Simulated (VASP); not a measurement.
# GaN (F-43m) in VASP: settings compared

The runs below take GaN through single point, relaxation of cell and atoms, with PBE, PBEsol.

All numbers are computed with VASP 6.6.1; they aren't measurements. Logs are shortened: lines on timing, memory, paths and dates and some standing lists are left out, and cuts for length are marked.

### 1 The cell of the first run

Symmetry: F-43m, No. 216, cubic system. The conventional cell has a = 4.547 Å, b = 4.547 Å, c = 4.547 Å, α = 90.00°, β = 90.00°, γ = 90.00°. Ga (site symmetry -43m) has 4 N at 1.97 Å within 2.6 Å. Within 2.6 Å of N (site symmetry -43m) lie 4 Ga at 1.97 Å.

### 2 Single point, PBE

Input file INCAR:

```
SYSTEM = GaN
ALGO = Normal
EDIFF = 1E-6
ENCUT = 520
GGA = PE
ISIF = 2
ISMEAR = 0
LASPH = .True.
LCHARG = .False.
LREAL = .False.
LWAVE = .False.
NBANDS = 16
NELM = 80
PREC = Accurate
SIGMA = 0.01
```

Input file KPOINTS:

```
k-points
0
Gamma
  4 4 4
  0 0 0
```

Input file POSCAR:

```
GaN
1.0
    3.2153611202      0.0000000000      0.0000000000
    1.6076805601      2.7845844125      0.0000000000
    1.6076805601      0.9281948042      2.6253313611
Ga N
1 1
Direct
    0.0000000000      0.0000000000      0.0000000000
    0.7500000000      0.7500000000      0.7500000000
```

Potentials or basis: VASP PAW PBE potentials, release 64 (Ga_d, N).

On the command line:

```console
cat potpaw_PBE.64/Ga_d/POTCAR potpaw_PBE.64/N/POTCAR > POTCAR
mpirun -np 1 vasp_std > vasp.out
```

OUTCAR:

```text
SYSTEM = GaN
   EDIFF = 1E-6
   ENCUT = 520
   GGA = PE
   ISIF = 2
   ISMEAR = 0
   LASPH = .True.
   LREAL = .False.
   NELM = 80
   PREC = Accurate

 ion  position               nearest neighbor table
   1  0.000  0.000  0.000-   2 1.97   2 1.97   2 1.97   2 1.97
   2  0.750  0.750  0.750-   1 1.97   1 1.97   1 1.97   1 1.97

  LATTYP: Found a face centered cubic cell.
 ALAT       =     4.5472073042

  Lattice vectors:

 A1 = (   3.2153611202,   0.0000000000,   0.0000000000)
 A2 = (   1.6076805601,   2.7845844125,   0.0000000000)
 A3 = (   1.6076805601,   0.9281948042,   2.6253313611)

Analysis of symmetry for initial positions (statically):
=====================================================================
 Subroutine PRICEL returns:
 Original cell was already a primitive cell.

 Routine SETGRP: Setting up the symmetry group for a
 face centered cubic supercell.

 Subroutine GETGRP returns: Found 24 space group operations
 (whereof 24 operations were pure point group operations)
 out of a pool of 48 trial point group operations.

The static configuration has the point symmetry T_d .

Analysis of symmetry for dynamics (positions and initial velocities):
=====================================================================
 Subroutine PRICEL returns:
 Original cell was already a primitive cell.

 Routine SETGRP: Setting up the symmetry group for a
 face centered cubic supercell.

 Subroutine GETGRP returns: Found 24 space group operations
 (whereof 24 operations were pure point group operations)
 out of a pool of 48 trial point group operations.

The dynamic configuration has the point symmetry T_d .

 Subroutine INISYM returns: Found 24 space group operations
 (whereof 24 operations are pure point group operations),
 and found     1 'primitive' translations

----------------------------------------------------------------------------------------

                                     Primitive cell

  volume of cell :      23.5058

  direct lattice vectors                    reciprocal lattice vectors
     3.215361120  0.000000000  0.000000000     0.311007057 -0.179560008 -0.126968099
     1.607680560  2.784584413  0.000000000     0.000000000  0.359120016 -0.126968099
     1.607680560  0.928194804  2.625331361     0.000000000  0.000000000  0.380904298

  length of vectors
     3.215361120  3.215361120  3.215361120     0.380904298  0.380904298  0.380904298

  position of ions in fractional coordinates (direct lattice)
     0.000000000  0.000000000  0.000000000
     0.750000000  0.750000000  0.750000000

  ion indices of the primitive-cell ions
   primitive index   ion index
                 1           1
                 2           2

----------------------------------------------------------------------------------------

 KPOINTS: k-points

Automatic generation of k-mesh.
 Grid dimensions read from file:
 generate k-points for:    4    4    4

 Generating k-lattice:

  Cartesian coordinates                     Fractional coordinates (reciprocal lattice)
     0.077751764 -0.044890002 -0.031742025     0.250000000  0.000000000  0.000000000
     0.000000000  0.089780004 -0.031742025     0.000000000  0.250000000  0.000000000
     0.000000000  0.000000000  0.095226075     0.000000000  0.000000000  0.250000000

  Length of vectors
     0.095226075  0.095226075  0.095226075

  Shift w.r.t. Gamma in fractional coordinates (k-lattice)
     0.000000000  0.000000000  0.000000000

 Subroutine IBZKPT returns following result:
 ===========================================

 Found      8 irreducible k-points:

 Following reciprocal coordinates:
            Coordinates               Weight
  0.000000  0.000000  0.000000      1.000000
  0.250000 -0.000000 -0.000000      8.000000
  0.500000 -0.000000 -0.000000      4.000000
  0.250000  0.250000 -0.000000      6.000000
  0.500000  0.250000 -0.000000     24.000000
 -0.250000  0.250000 -0.000000     12.000000
  0.500000  0.500000 -0.000000      3.000000
 -0.250000  0.500000  0.250000      6.000000
   k-points           NKPTS =      8   k-points in BZ     NKDIM =      8   number of bands    NBANDS=     16
   number of dos      NEDOS =    301   number of ions     NIONS =      2
   total plane-waves  NPLWV =  13824
   dimension x,y,z NGX =    24 NGY =   24 NGZ =   24
   dimension x,y,z NGXF=    48 NGYF=   48 NGZF=   48
   ions per type =               1   1
   NGX,Y,Z   is equivalent  to a cutoff of  12.41, 12.41, 12.41 a.u.
   NGXF,Y,Z  is equivalent  to a cutoff of  24.82, 24.82, 24.82 a.u.
 SYSTEM =  GaN
   PREC   = accura    normal or accurate (medium, high low for compatibility)
   ISTART =      0    job   : 0-new  1-cont  2-samecut
   ICHARG =      2    charge: 1-file 2-atom 10-const
   ISPIN  =      1    spin polarized calculation?
   LNONCOLLINEAR =      F non collinear calculations
   LSORBIT =      F    spin-orbit coupling
   LASPH  =      T    aspherical Exc in radial PAW
   ENCUT  =  520.0 eV  38.22 Ry    6.18 a.u.   5.98  5.98  5.98*2*pi/ulx,y,z
   NELM   =     80;   NELMIN=  2; NELMDL= -5     # of ELM steps
   EDIFF  = 0.1E-05   stopping-criterion for ELM
   LREAL  =      F    real-space projection
   EDIFFG = 0.1E-04   stopping-criterion for IOM
   NSW    =      0    number of steps for IOM
   IBRION =     -1    ionic relax: 0-MD 1-quasi-New 2-CG
   NFREE  =      0    steps in history (QN), initial steepest desc. (CG)
   ISIF   =      2    stress and relaxation
   ISYM   =      2    0-nonsym 1-usesym 2-fastsym
   POTIM  = 0.5000    time-step for ionic-motion
   TEBEG  =    0.0;   TEEND  =   0.0 temperature during run
   PSTRESS=    0.0 pullay stress
   NELECT =      18.0000    total number of electrons
   NUPDOWN=      -1.0000    fix difference up-down
   EMIN   =  10.00;   EMAX   =-10.00  energy-range for DOS
   EFERMI =   0.00;   METHOD = LEGACY
   ISMEAR =     0;   SIGMA  =   0.01  broadening in eV -4-tet -1-fermi 0-gaus
   EFERMI_NEDOS =   21; number of points for ismear=-14 and -15
   IALGO  =     38    algorithm
   IMIX   =      4    mixing-type and parameters
     AMIX     =   0.40;   BMIX     =  1.00
     AMIX_MAG =   1.60;   BMIX_MAG =  1.00
  volume/ion in A,a.u.               =      11.75        79.31
  Fermi-wavevector in a.u.,A,eV,Ry     =   1.497755  2.830347 30.521560  2.243271
  Thomas-Fermi vector in A             =   2.609602
   LORBIT       =      0    0 simple, 1 ext, 2 COOP (PROOUT), +10 PAW based schemes
   GGA     = PE    functional components
   LHFCALC =     F    Hartree Fock is set to
   AEXX    =    0.0000 exact exchange contribution
   IVDW    =     0    specifies the selected vdW correction
   LEPSILON=     F    determine dielectric tensor
   LRPA    =     F    only Hartree local field effects (RPA)
 non-spin polarized calculation
 Gauss-broadening in eV      SIGMA  =   0.01
  energy-cutoff  :      520.00
  volume of cell :       23.51
 maximum number of plane-waves:       648
   NGX = 11   NGY = 11   NGZ = 11

 number of electron      17.9999986 magnetization

 Free energy of the ion-electron system (eV)
  ---------------------------------------------------
  ext. energy  EPLUGINS =         0.00000000
  ---------------------------------------------------
  free energy    TOTEN  =       -12.08968330 eV

  energy without entropy =      -12.08968330  energy(sigma->0) =      -12.08968330

 E-fermi :   5.1283     XC(G=0): -11.5140

 val. band max:        5.0442284103   @ k =   0.0000   0.0000   0.0000
 cond. band min:       6.5761704920   @ k =   0.0000   0.0000   0.0000
 fundamental gap:      1.5319420817
 Fermi energy:         5.1283330667

 k-point     1 :       0.0000    0.0000    0.0000
  band No.  band energies     occupation
      1     -10.6783      2.00000
      2      -8.4278      2.00000
      3      -8.4278      2.00000
      4      -8.4278      2.00000
      5      -8.1361      2.00000
      6      -8.1361      2.00000
[... 8 lines left out ...]
     15      23.6561      0.00000
     16      23.6561      0.00000

 k-point     2 :       0.2500   -0.0000   -0.0000
  band No.  band energies     occupation
      1     -10.1778      2.00000
      2      -8.3718      2.00000
      3      -8.3718      2.00000
      4      -8.1313      2.00000
      5      -8.1313      2.00000
      6      -8.0471      2.00000
[... 8 lines left out ...]
     15      21.6905      0.00000
     16      21.6905      0.00000

 k-point     3 :       0.5000   -0.0000   -0.0000
  band No.  band energies     occupation
      1      -9.8682      2.00000
      2      -8.3476      2.00000
      3      -8.3475      2.00000
      4      -8.0921      2.00000
      5      -8.0921      2.00000
      6      -6.8694      2.00000
[... 8 lines left out ...]
     15      24.3567      0.00000
     16      24.3567      0.00000

 k-point     4 :       0.2500    0.2500   -0.0000
  band No.  band energies     occupation
      1     -10.0384      2.00000
      2      -8.2969      2.00000
      3      -8.2969      2.00000
      4      -8.2672      2.00000
      5      -8.1005      2.00000
      6      -7.9125      2.00000
[... 8 lines left out ...]
     15      26.1445      0.00000
     16      26.8310      0.00000

 k-point     5 :       0.5000    0.2500   -0.0000
  band No.  band energies     occupation
      1      -9.7774      2.00000
      2      -8.3198      2.00000
      3      -8.2442      2.00000
      4      -8.1962      2.00000
      5      -8.0860      2.00000
      6      -6.6999      2.00000
[... 8 lines left out ...]
     15      25.8846      0.00000
     16      26.3145      0.00000

 k-point     6 :      -0.2500    0.2500   -0.0000
  band No.  band energies     occupation
      1      -9.8462      2.00000
      2      -8.3370      2.00000
      3      -8.2912      2.00000
      4      -8.1488      2.00000
      5      -8.1424      2.00000
      6      -7.1032      2.00000
[... 8 lines left out ...]
     15      22.0592      0.00000
     16      26.1855      0.00000

 k-point     7 :       0.5000    0.5000   -0.0000
  band No.  band energies     occupation
      1      -9.7236      2.00000
      2      -8.3462      2.00000
      3      -8.1491      2.00000
      4      -8.1491      2.00000
      5      -8.0649      2.00000
      6      -6.4343      2.00000
[... 8 lines left out ...]
     15      26.3130      0.00000
     16      29.3808      0.00000

 k-point     8 :      -0.2500    0.5000    0.2500
  band No.  band energies     occupation
      1      -9.7196      2.00000
      2      -8.2890      2.00000
      3      -8.2695      2.00000
      4      -8.1276      2.00000
      5      -8.1248      2.00000
      6      -6.1736      2.00000
[... 8 lines left out ...]
     15      24.1278      0.00000
     16      28.1850      0.00000

------------------------ aborting loop because EDIFF is reached ----------------------------------------

  FORCE on cell =-STRESS in cart. coord.  units (eV):
  Direction    XX          YY          ZZ          XY          YZ          ZX
  --------------------------------------------------------------------------------------
  -------------------------------------------------------------------------------------
  Total        0.0215515      0.0215515      0.0215515      0.0000000      0.0000000      0.0000000
  in kB        1.4689759      1.4689759      1.4689759      0.0000000      0.0000000      0.0000000
  external PRESSURE =       1.4689759 kB  Pullay stress =       0.0000000 kB

 VOLUME and BASIS-vectors are now :
 -----------------------------------------------------------------------------
  energy-cutoff  :      520.00
  volume of cell :       23.51
      direct lattice vectors                 reciprocal lattice vectors
     3.215361120  0.000000000  0.000000000     0.311007057 -0.179560008 -0.126968099
     1.607680560  2.784584413  0.000000000     0.000000000  0.359120016 -0.126968099
     1.607680560  0.928194804  2.625331361     0.000000000  0.000000000  0.380904298

 POSITION                                       TOTAL-FORCE (eV/Angst)
 -----------------------------------------------------------------------------------
      0.00000      0.00000      0.00000        -0.000000     -0.000000     -0.000000
      4.82304      2.78458      1.96900         0.000000      0.000000      0.000000
 -----------------------------------------------------------------------------------
    total drift:                               -0.000002     -0.000001     -0.000001

  FREE ENERGIE OF THE ION-ELECTRON SYSTEM (eV)
  ---------------------------------------------------
  free  energy   TOTEN  =       -12.0896833049 eV

  energy  without entropy=      -12.0896833049  energy(sigma->0) =      -12.08968330
```

Wall time 2.8 s (1 thread of AMD EPYC 9R45 (Zen 5), shared host); peak memory 0.1 GiB.

What came out:

* Free energy: -12.0897 eV
* Pressure: 0.1 GPa
* Band gap on the k mesh: 1.53 eV, direct

Caveat: the k points lie up to 0.60 Å⁻¹ apart.

### 3 Single point, PBEsol

This run uses another cell than the first one, of 11.37 Å³/atom, 0.968 times its volume.

Input file INCAR:

```
PREC = Accurate
ENCUT = 520
EDIFF = 1E-6
ISMEAR = 0
SIGMA = 0.01
LREAL = F
LASPH = T
NELM = 60
ALGO = Normal
ISIF = 2
LWAVE = F
LCHARG = F
GGA = PS
NBANDS = 16
```

Input file KPOINTS:

```
Automatic mesh
0
Gamma
  4 4 4
```

Input file POSCAR:

```
GaN
1.0
    3.1801749816      0.0000000000      0.0000000000
    1.5900874908      2.7541123225      0.0000000000
    1.5900874908      0.9180374408      2.5966019992
Ga N
1 1
Direct
    0.0000000000      0.0000000000      0.0000000000
    0.7500000000      0.7500000000      0.7500000000
```

Potentials or basis: VASP PAW PBE potentials, release 64 (Ga_d, N).

On the command line:

```console
cat potpaw_PBE.64/Ga_d/POTCAR potpaw_PBE.64/N/POTCAR > POTCAR
mpirun -np 1 vasp_std > vasp.out
```

Run time: 2.8 s. Hardware: 1 thread of AMD EPYC 9R45 (Zen 5), shared host; peak memory 0.1 GiB.

The run converged. Its results:

* Free energy: -13.0562 eV
* Pressure: -0.2 GPa
* Band gap on the k mesh: 1.70 eV, direct

Levels at points of the mesh, in eV from the valence-band top:
| k point | band 6 | band 7 | band 8 | band 9 | band 10 | band 11 | band 12 | band 13 |
| --- | --- | --- | --- | --- | --- | --- | --- | --- |
| (0.00, 0.00, 0.00) | -13.13 | 0.00 | 0.00 | 0.00 | 1.70 | 10.20 | 10.20 | 10.20 |
| (0.50, 0.00, 0.00) | -11.86 | -7.18 | -0.99 | -0.99 | 4.57 | 8.65 | 10.25 | 10.25 |
| (0.50, 0.50, 0.00) | -11.43 | -6.23 | -2.77 | -2.77 | 3.18 | 6.56 | 11.61 | 13.92 |

Caveat: the k points lie up to 0.60 Å⁻¹ apart; the PAW data sets were made with another functional, which shifts forces and pressure a little.

### 4 Relaxation of cell and atoms, PBE

This run uses another cell than the first one, of 11.44 Å³/atom, 0.974 times its volume.

Input file INCAR:

```
SYSTEM = GaN
  PREC = Accurate
  ENCUT = 600
  EDIFF = 1E-7
  ISMEAR = 0
  SIGMA = 0.01
  LREAL = .FALSE.
  LASPH = .TRUE.
  NELM = 80
  ALGO = Normal
  ISIF = 3
  LWAVE = .FALSE.
  LCHARG = .FALSE.
  GGA = PE
  IBRION = 2
  NSW = 80
  EDIFFG = -0.05
```

Input file KPOINTS:

```
Automatic mesh
0
G
  4 4 4
  0 0 0
```

Input file POSCAR:

```
GaN
1.0
    3.1869310000      0.0000000000      0.0000000000
    1.5934655000      2.7599632061      0.0000000000
    1.5934655000      0.9199877354      2.6021182652
Ga N
1 1
Direct
    0.0000000000      0.0000000000      0.0000000000
    0.7500000000      0.7500000000      0.7500000000
```

On the command line:

```console
cat potpaw_PBE.64/Ga_d/POTCAR potpaw_PBE.64/N/POTCAR > POTCAR
mpirun -np 1 vasp_std > vasp.out
```

Run time: 8.4 s. Hardware: 1 thread of AMD EPYC 9R45 (Zen 5), shared host; peak memory 0.13 GiB.

It converged, with:

```yaml
Free_energy: -12.0903 eV
Relaxed_volume: 11.75 Å³/atom
Relaxed_cell: a = 3.215 Å, b = 3.215 Å, c = 3.215 Å, α = 60.00°, β = 60.00°, γ = 60.00°
Space_group_after_relaxing_to_0.05_Å: F-43m (No. 216)
Energy_gained_by_relaxing: 4.6 meV/atom
Ionic_steps: 3
Pressure_after_relaxing: 0.0 GPa
Band_gap_on_the_k_mesh: 1.53 eV, direct
```

Step by step:
| step | energy change (eV) | largest force (eV/Å) | pressure (GPa) | volume (Å³) |
| --- | --- | --- | --- | --- |
| 1 | 0.0000 | 0.0000 | 4.86 | 22.89 |
| 2 | -0.0025 | 0.0000 | -3.73 | 24.06 |
| 3 | -0.0091 | 0.0000 | -0.02 | 23.51 |

Final structure:
```yaml
crystal:
  lattice:
    - [3.21541, 0.00000, 0.00000]
    - [1.60770, 2.78462, 0.00000]
    - [1.60770, 0.92821, 2.62537]
  atoms:
    - { symbol: Ga, position: [0.00000, 0.00000, 0.00000] }
    - { symbol: N, position: [0.75000, 0.75000, 0.75000] }
```

Levels at points of the mesh, in eV from the valence-band top:
| k point | band 5 | band 6 | band 7 | band 8 | band 9 | band 10 | band 11 | band 12 | band 13 |
| --- | --- | --- | --- | --- | --- | --- | --- | --- | --- |
| (0.00, 0.00, 0.00) | -13.18 | -13.18 | 0.00 | 0.00 | 0.00 | 1.53 | 10.09 | 10.09 | 10.09 |
| (0.50, 0.00, 0.00) | -13.14 | -11.91 | -6.89 | -0.94 | -0.94 | 4.43 | 8.58 | 10.18 | 10.18 |
| (0.50, 0.50, 0.00) | -13.11 | -11.48 | -6.04 | -2.62 | -2.62 | 3.31 | 6.47 | 11.51 | 13.66 |

Caveat: the k points lie up to 0.60 Å⁻¹ apart in the final cell. PBE gaps usually lie below the measured ones, often by a third to a half.

(Continued in part 2 of 2.)
